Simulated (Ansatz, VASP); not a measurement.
**CsI: VASP beside Ansatz**

The input INCAR:

```
ALGO = Normal ; EDIFF = 1E-6
ENCUT = 500 ; GGA = PS
GGA_COMPAT = F ; ISIF = 2
ISMEAR = 0 ; LASPH = T
LCHARG = F ; LREAL = F
LWAVE = F ; NBANDS = 15
NELM = 120 ; PREC = Accurate
SIGMA = 0.01
```

File KPOINTS:

```
k-points
0
Gamma
  6 6 6
```

The input POSCAR:

```
CsI
1.0
    4.4806757235      0.0000000000      0.0000000000
    0.0000000000      4.4806757235      0.0000000000
    0.0000000000      0.0000000000      4.4806757235
Cs I
1 1
Direct
    0.0000000000      0.0000000000      0.0000000000
    0.5000000000      0.5000000000      0.5000000000
```

Input for Ansatz:

```yaml
crystal:
  lattice:
    - [4.48067572349, 0.0, 0.0]
    - [0.0, 4.48067572349, 0.0]
    - [0.0, 0.0, 4.48067572349]
  atoms:
    - { symbol: Cs, position: [0.0, 0.0, 0.0] }
    - { symbol: I, position: [0.5, 0.5, 0.5] }
kpoints:
  mp_grid: { grid: [6, 6, 6] }
scf:
  occupations: { method: fixed }
  convergence: { dr2_threshold: 1.0e-10 }
hamiltonian:
  xc: pbesol
  pseudopotentials: { kind: all_electron, lapw: { basis_error: 0.0005 } }
output:
  forces: true
  stress: true
  eigenstates:
    kpoints:
      - [0.0, 0.0, 0.0]
      - [0.0, 0.5, 0.5]
      - [0.5, 0.0, 0.5]
      - [0.5, 0.5, 0.0]
      - [-0.5, -0.5, -0.5]
      - [0.0, -0.5, 0.0]
      - [0.0, 0.0, -0.5]
      - [-0.5, 0.0, 0.0]
  eigenvalues: true
```

Alike in both runs: task single point; functional PBEsol; k mesh 6 × 6 × 6; no spin polarisation.

|  | VASP | Ansatz |
| --- | --- | --- |
| version | VASP 6.6.1 | Ansatz 0.2.0 |
| potentials or method | VASP PAW PBE potentials, release 64 (Cs_sv, I), cutoff 500 eV | all-electron LAPW, scalar-relativistic |
| occupations | gaussian, width 0.01 eV | fixed |

```tsv
	VASP	Ansatz	Ansatz less VASP
gap on the k mesh at the Fermi level (eV)	3.89	3.91	+0.014
pressure (GPa)	0.3	0.2	-0.06
```

VASP's potentials were made for PBE, not for PBEsol. Ansatz ran all-electron here, and VASP with PAW potentials.

Spin-orbit coupling is off throughout.
